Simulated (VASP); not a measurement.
# InCuO (Pmma) in VASP: single point with PBE

Aim: the single point of InCuO with PBE.

All numbers are computed with VASP 6.6.1; they aren't measurements. Logs are shortened: lines on timing, memory, paths and dates and some standing lists are left out, and cuts for length are marked.

**1. The cell of the first run**

Symmetry: Pmma, No. 51, orthorhombic system. Conventional cell: a = 6.182 Å, b = 3.614 Å, c = 4.811 Å, α = 90.00°, β = 90.00°, γ = 90.00°. Within 3.1 Å of In (site symmetry mm2) lie 2 O at 2.30 Å and 2 In at 3.09 Å. Within 2.5 Å of Cu (site symmetry 2/m) lie 2 O at 1.85 Å. O (site symmetry mm2) has 2 Cu at 1.85 Å and 2 In at 2.30 Å within 2.5 Å.

**2. Single point, PBE**

Contents of INCAR:

```
ALGO = Normal ; EDIFF = 1E-6
ENCUT = 820 ; GGA = PE
GGA_COMPAT = F ; ISIF = 2
ISMEAR = 0 ; LASPH = T
LCHARG = F ; LREAL = F
LWAVE = F ; NBANDS = 47
NELM = 120 ; PREC = Accurate
SIGMA = 0.1
```

Contents of KPOINTS:

```
k-points
0
Gamma
  6 10 8
```

Contents of POSCAR:

```
InCuO
1.0
    6.1824861092      0.0000000000      0.0000000000
    0.0000000000      3.6142105258      0.0000000000
    0.0000000000      0.0000000000      4.8111868520
In Cu O
2 2 2
Direct
    0.2500000000      0.0000000000      0.0068130865
    0.7500000000      0.0000000000      0.9931869135
    0.0000000000      0.5000000000      0.5000000000
    0.5000000000      0.5000000000      0.5000000000
    0.2500000000      0.5000000000      0.7108535223
    0.7500000000      0.5000000000      0.2891464777
```

Potentials or basis: VASP PAW PBE potentials, release 64 (In_d, Cu_sv_GW, O).

The run is started by

```sh
$ cat potpaw_PBE.64/In_d/POTCAR potpaw_PBE.64/Cu_sv_GW/POTCAR potpaw_PBE.64/O/POTCAR > POTCAR
$ mpirun -np 1 vasp_std > vasp.out
```

OUTCAR:

```text
EDIFF = 1E-6
   ENCUT = 820
   GGA = PE
   ISIF = 2
   ISMEAR = 0
   LASPH = T
   LREAL = F
   NELM = 120
   PREC = Accurate

 ion  position               nearest neighbor table
   1  0.250  0.000  0.007-   5 2.30   5 2.30   2 3.09   2 3.09
   2  0.750  0.000  0.993-   6 2.30   6 2.30   1 3.09   1 3.09
   3  0.000  0.500  0.500-   5 1.85   6 1.85
   4  0.500  0.500  0.500-   5 1.85   6 1.85
   5  0.250  0.500  0.711-   3 1.85   4 1.85   1 2.30   1 2.30
   6  0.750  0.500  0.289-   3 1.85   4 1.85   2 2.30   2 2.30

  LATTYP: Found a simple orthorhombic cell.
 ALAT       =     3.6142105258
 B/A-ratio  =     1.3311861104
 C/A-ratio  =     1.7106048652

  Lattice vectors:

 A1 = (   0.0000000000,   3.6142105258,   0.0000000000)
 A2 = (   0.0000000000,   0.0000000000,   4.8111868520)
 A3 = (   6.1824861092,   0.0000000000,   0.0000000000)

Analysis of symmetry for initial positions (statically):
=====================================================================
 Subroutine PRICEL returns:
 Original cell was already a primitive cell.

 Routine SETGRP: Setting up the symmetry group for a
 simple orthorhombic supercell.

 Subroutine GETGRP returns: Found  8 space group operations
 (whereof  4 operations were pure point group operations)
 out of a pool of  8 trial point group operations.

The static configuration has the point symmetry C_2h.
 The point group associated with its full space group is D_2h.

Analysis of symmetry for dynamics (positions and initial velocities):
=====================================================================
 Subroutine PRICEL returns:
 Original cell was already a primitive cell.

 Routine SETGRP: Setting up the symmetry group for a
 simple orthorhombic supercell.

 Subroutine GETGRP returns: Found  8 space group operations
 (whereof  4 operations were pure point group operations)
 out of a pool of  8 trial point group operations.

The dynamic configuration has the point symmetry C_2h.
 The point group associated with its full space group is D_2h.

 Subroutine INISYM returns: Found  8 space group operations
 (whereof  4 operations are pure point group operations),
 and found     1 'primitive' translations

----------------------------------------------------------------------------------------

                                     Primitive cell

  volume of cell :     107.5050

  direct lattice vectors                    reciprocal lattice vectors
     6.182486109  0.000000000  0.000000000     0.161747230  0.000000000  0.000000000
     0.000000000  3.614210526  0.000000000     0.000000000  0.276685598  0.000000000
     0.000000000  0.000000000  4.811186852     0.000000000  0.000000000  0.207848922

  length of vectors
     6.182486109  3.614210526  4.811186852     0.161747230  0.276685598  0.207848922

  position of ions in fractional coordinates (direct lattice)
     0.250000000  0.000000000  0.006813087
     0.750000000  0.000000000  0.993186913
     0.000000000  0.500000000  0.500000000
     0.500000000  0.500000000  0.500000000
     0.250000000  0.500000000  0.710853522
     0.750000000  0.500000000  0.289146478

  ion indices of the primitive-cell ions
   primitive index   ion index
                 1           1
                 2           2
                 3           3
                 4           4
                 5           5
                 6           6

----------------------------------------------------------------------------------------

 KPOINTS: k-points

Automatic generation of k-mesh.
 Grid dimensions read from file:
 generate k-points for:    6   10    8

 Generating k-lattice:

  Cartesian coordinates                     Fractional coordinates (reciprocal lattice)
     0.026957872  0.000000000  0.000000000     0.166666667  0.000000000  0.000000000
     0.000000000  0.027668560  0.000000000     0.000000000  0.100000000  0.000000000
     0.000000000  0.000000000  0.025981115     0.000000000  0.000000000  0.125000000

  Length of vectors
     0.026957872  0.027668560  0.025981115

  Shift w.r.t. Gamma in fractional coordinates (k-lattice)
     0.000000000  0.000000000  0.000000000

 Subroutine IBZKPT returns following result:
 ===========================================

 Found    120 irreducible k-points:

 Following reciprocal coordinates:
            Coordinates               Weight
  0.000000  0.000000  0.000000      1.000000
  0.166667  0.000000  0.000000      2.000000
  0.333333  0.000000  0.000000      2.000000
  0.500000  0.000000  0.000000      1.000000
  0.000000  0.100000  0.000000      2.000000
  0.166667  0.100000  0.000000      4.000000
[... 16 lines left out ...]
  0.333333  0.500000  0.000000      2.000000
  0.500000  0.500000  0.000000      1.000000
 [... further k-points ...]
   k-points           NKPTS =    120   k-points in BZ     NKDIM =    120   number of bands    NBANDS=     47
   number of dos      NEDOS =    301   number of ions     NIONS =      6
   total plane-waves  NPLWV = 103680
   dimension x,y,z NGX =    60 NGY =   36 NGZ =   48
   dimension x,y,z NGXF=   120 NGYF=   72 NGZF=   96
   ions per type =               2   2   2
   NGX,Y,Z   is equivalent  to a cutoff of  16.13, 16.56, 16.59 a.u.
   NGXF,Y,Z  is equivalent  to a cutoff of  32.27, 33.12, 33.17 a.u.
 SYSTEM =  unknown system
   PREC   = accura    normal or accurate (medium, high low for compatibility)
   ISTART =      0    job   : 0-new  1-cont  2-samecut
   ICHARG =      2    charge: 1-file 2-atom 10-const
   ISPIN  =      1    spin polarized calculation?
   LNONCOLLINEAR =      F non collinear calculations
   LSORBIT =      F    spin-orbit coupling
   LASPH  =      T    aspherical Exc in radial PAW
   ENCUT  =  820.0 eV  60.27 Ry    7.76 a.u.  14.44  8.44 11.23*2*pi/ulx,y,z
   NELM   =    120;   NELMIN=  2; NELMDL= -5     # of ELM steps
   EDIFF  = 0.1E-05   stopping-criterion for ELM
   LREAL  =      F    real-space projection
   EDIFFG = 0.1E-04   stopping-criterion for IOM
   NSW    =      0    number of steps for IOM
   IBRION =     -1    ionic relax: 0-MD 1-quasi-New 2-CG
   NFREE  =      0    steps in history (QN), initial steepest desc. (CG)
   ISIF   =      2    stress and relaxation
   ISYM   =      2    0-nonsym 1-usesym 2-fastsym
   POTIM  = 0.5000    time-step for ionic-motion
   TEBEG  =    0.0;   TEEND  =   0.0 temperature during run
   PSTRESS=    0.0 pullay stress
   NELECT =      76.0000    total number of electrons
   NUPDOWN=      -1.0000    fix difference up-down
   EMIN   =  10.00;   EMAX   =-10.00  energy-range for DOS
   EFERMI =   0.00;   METHOD = LEGACY
   ISMEAR =     0;   SIGMA  =   0.10  broadening in eV -4-tet -1-fermi 0-gaus
   EFERMI_NEDOS =   21; number of points for ismear=-14 and -15
   IALGO  =     38    algorithm
   IMIX   =      4    mixing-type and parameters
     AMIX     =   0.40;   BMIX     =  1.00
     AMIX_MAG =   1.60;   BMIX_MAG =  1.00
  volume/ion in A,a.u.               =      17.92       120.91
  Fermi-wavevector in a.u.,A,eV,Ry     =   1.458377  2.755933 28.937728  2.126863
  Thomas-Fermi vector in A             =   2.575068
   LORBIT       =      0    0 simple, 1 ext, 2 COOP (PROOUT), +10 PAW based schemes
   GGA     = PE    functional components
   LHFCALC =     F    Hartree Fock is set to
   AEXX    =    0.0000 exact exchange contribution
   IVDW    =     0    specifies the selected vdW correction
   LEPSILON=     F    determine dielectric tensor
   LRPA    =     F    only Hartree local field effects (RPA)
 non-spin polarized calculation
 Gauss-broadening in eV      SIGMA  =   0.10
  energy-cutoff  :      820.00
  volume of cell :      107.51
 maximum number of plane-waves:      5776
 NGX is ok and might be reduce to    60
   NGX = 29   NGY = 17   NGZ = 23

 number of electron      75.9999996 magnetization

 Free energy of the ion-electron system (eV)
  ---------------------------------------------------
  ext. energy  EPLUGINS =         0.00000000
  ---------------------------------------------------
  free energy    TOTEN  =       -26.02507129 eV

  energy without entropy =      -26.02200394  energy(sigma->0) =      -26.02353762

 E-fermi :   5.2287     XC(G=0): -10.2369

 val. band max:        5.2236046972   @ k =   0.0000   0.3000   0.5000
 cond. band min:       5.2424898962   @ k =   0.0000   0.3000   0.2500
 fundamental gap:      0.0188851989
 Fermi energy:         5.2286500751

 k-point     1 :       0.0000    0.0000    0.0000
  band No.  band energies     occupation
      1    -106.9581      2.00000
      2    -106.9578      2.00000
      3     -64.5132      2.00000
      4     -64.5074      2.00000
      5     -64.3037      2.00000
      6     -64.3021      2.00000
[... 39 lines left out ...]
     46      13.4741      0.00000
     47      13.9536      0.00000

 k-point     2 :       0.1667    0.0000    0.0000
  band No.  band energies     occupation
      1    -106.9581      2.00000
      2    -106.9579      2.00000
      3     -64.5128      2.00000
      4     -64.5077      2.00000
      5     -64.3036      2.00000
      6     -64.3022      2.00000
[... 39 lines left out ...]
     46      13.3735      0.00000
     47      13.7748      0.00000

 k-point     3 :       0.3333    0.0000    0.0000
  band No.  band energies     occupation
      1    -106.9581      2.00000
      2    -106.9579      2.00000
      3     -64.5118      2.00000
      4     -64.5088      2.00000
      5     -64.3034      2.00000
      6     -64.3026      2.00000
[... 39 lines left out ...]
     46      12.6455      0.00000
     47      13.5148      0.00000

 k-point     4 :       0.5000    0.0000    0.0000
  band No.  band energies     occupation
      1    -106.9579      2.00000
      2    -106.9579      2.00000
      3     -64.5102      2.00000
      4     -64.5102      2.00000
      5     -64.3029      2.00000
      6     -64.3029      2.00000
[... 939 lines left out ...]
     46      12.2307      0.00000
     47      12.5580      0.00000

 k-point    23 :       0.3333    0.5000    0.0000
  band No.  band energies     occupation
      1    -106.9580      2.00000
      2    -106.9579      2.00000
      3     -64.5117      2.00000
      4     -64.5088      2.00000
      5     -64.3034      2.00000
      6     -64.3026      2.00000
[... 39 lines left out ...]
     46      11.6233      0.00000
     47      11.6700      0.00000

 k-point    24 :       0.5000    0.5000    0.0000
  band No.  band energies     occupation
      1    -106.9580      2.00000
      2    -106.9580      2.00000
      3     -64.5103      2.00000
      4     -64.5103      2.00000
      5     -64.3030      2.00000
      6     -64.3030      2.00000
[... 39 lines left out ...]
     46      10.8693      0.00000
     47      12.1281      0.00000

 [... further k-points ...]

------------------------ aborting loop because EDIFF is reached ----------------------------------------

  FORCE on cell =-STRESS in cart. coord.  units (eV):
  Direction    XX          YY          ZZ          XY          YZ          ZX
  --------------------------------------------------------------------------------------
  -------------------------------------------------------------------------------------
  Total       -0.2086656     -0.2178935     -0.1930223      0.0000000      0.0000000      0.0000000
  in kB       -3.1098011     -3.2473264     -2.8766654      0.0000000      0.0000000      0.0000000
  external PRESSURE =      -3.0779310 kB  Pullay stress =       0.0000000 kB

 VOLUME and BASIS-vectors are now :
 -----------------------------------------------------------------------------
  energy-cutoff  :      820.00
  volume of cell :      107.51
      direct lattice vectors                 reciprocal lattice vectors
     6.182486109  0.000000000  0.000000000     0.161747230  0.000000000  0.000000000
     0.000000000  3.614210526  0.000000000     0.000000000  0.276685598  0.000000000
     0.000000000  0.000000000  4.811186852     0.000000000  0.000000000  0.207848922

 POSITION                                       TOTAL-FORCE (eV/Angst)
 -----------------------------------------------------------------------------------
      1.54562      0.00000      0.03278         0.000000     -0.000000      0.013194
      4.63686      0.00000      4.77841        -0.000000     -0.000000     -0.013194
      0.00000      1.80711      2.40559         0.000000     -0.000000      0.000000
      3.09124      1.80711      2.40559         0.000000     -0.000000      0.000000
      1.54562      1.80711      3.42005         0.000000     -0.000000      0.006188
      4.63686      1.80711      1.39114         0.000000      0.000000     -0.006188
 -----------------------------------------------------------------------------------
    total drift:                                0.000000      0.000000     -0.000000

  FREE ENERGIE OF THE ION-ELECTRON SYSTEM (eV)
  ---------------------------------------------------
  free  energy   TOTEN  =       -26.0250712894 eV

  energy  without entropy=      -26.0220039442  energy(sigma->0) =      -26.02353762
```

Run time: 25 min. Hardware: 1 thread of Intel Xeon Platinum 8488C (Sapphire Rapids), shared host; peak memory 1.1 GiB.

What came out:

* Free energy: -26.0251 eV
* Pressure: -0.3 GPa
* Largest force: 0.013 eV/Å
* Band gap on the k mesh: zero (bands 38 and 39 overlap by 0.42 eV)

Forces in eV/Å, atoms in the order of the input:
```
In   0.000  0.000  0.013
In   0.000  0.000 -0.013
Cu   0.000  0.000  0.000
Cu   0.000  0.000  0.000
O    0.000  0.000  0.006
O    0.000  0.000 -0.006
```

Levels at points of the mesh, in eV from the Fermi level:
```csv
k point,band 34,band 35,band 36,band 37,band 38,band 39,band 40,band 41,band 42,band 43
"(0.00, 0.00, 0.00)",-2.03,-2.02,-1.74,-1.32,-0.95,1.13,2.55,4.23,5.33,5.42
"(0.50, 0.00, 0.00)",-1.71,-1.50,-1.50,-0.87,-0.87,1.81,1.81,4.56,4.56,5.02
"(0.00, 0.50, 0.00)",-1.58,-1.54,-1.16,-1.02,-0.92,0.32,0.70,1.51,3.32,4.94
"(0.50, 0.50, 0.00)",-1.73,-1.47,-1.47,-0.84,-0.84,1.61,1.61,3.80,3.80,4.22
"(0.00, 0.00, 0.50)",-2.20,-2.03,-1.42,-0.97,-0.47,0.56,1.00,2.32,4.22,6.16
"(0.50, 0.00, 0.50)",-1.93,-1.47,-1.47,-1.43,-1.43,1.45,1.45,4.18,4.18,6.53
"(0.00, 0.50, 0.50)",-1.82,-1.51,-1.20,-0.91,-0.55,0.32,1.39,3.07,3.42,3.60
"(0.50, 0.50, 0.50)",-1.76,-1.50,-1.50,-1.33,-1.33,2.42,2.42,2.52,2.52,4.51
```

Caveat: spin-orbit coupling is left out, which moves the levels of the heavy elements.
